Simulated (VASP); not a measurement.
Here is a VASP 6.6.1 calculation.

File INCAR:

```
SYSTEM = HfNb3F
PREC = Accurate
ENCUT = 600
EDIFF = 1E-6
ISMEAR = 0
SIGMA = 0.1
LREAL = .FALSE.
LASPH = .TRUE.
NELM = 200
ALGO = Normal
ISIF = 2
LWAVE = .FALSE.
LCHARG = .FALSE.
ISPIN = 2
MAGMOM = 0 0 0 0 0
LORBIT = 11
LMAXMIX = 4
GGA = PE
NBANDS = 40
GGA_COMPAT = .FALSE.
```

File KPOINTS:

```
regular mesh
0
G
  6 6 4
  0 0 0
```

POSCAR

```
HfNb3F
1.0
    3.7852477200      0.0000000000      0.0000000000
   -1.8926238600      3.2781206800      0.0000000000
    0.0000000000      0.0000000000      6.7765089100
Hf Nb F
1 3 1
Direct
    0.0000000000      0.0000000000      0.0000000000
    0.3333333300      0.6666666700      0.8143208300
    0.3333333300      0.6666666700      0.1856791700
    0.3333333300      0.6666666700      0.5000000000
    0.0000000000      0.0000000000      0.5000000000
```

Potentials or basis: VASP PAW PBE potentials, release 64 (Hf_pv, Nb_sv, F).

Run with:

```sh
$ cat potpaw_PBE.64/Hf_pv/POTCAR potpaw_PBE.64/Nb_sv/POTCAR potpaw_PBE.64/F/POTCAR > POTCAR
$ mpirun -np 1 vasp_std > vasp.out
```

**Question.** Predict the band gap on the k mesh.

**Answer.** Zero (filled and empty bands overlap).

**Question.** Predict the net moment.

**Answer.** 0.00 μB per cell.

**Question.** Predict the pressure.

**Answer.** 41.8 GPa.

**Question.** Estimate the largest force.

**Answer.** 0.413 eV/Å.

Forces on the atoms (eV/Å):
```
Hf   0.000  0.000  0.000
Nb   0.000  0.000 -0.413
Nb   0.000  0.000  0.413
Nb   0.000  0.000  0.000
F    0.000  0.000  0.000
```

Caveat: the cell stands under pressure; spin-orbit coupling is left out, which moves the levels of the heavy elements.
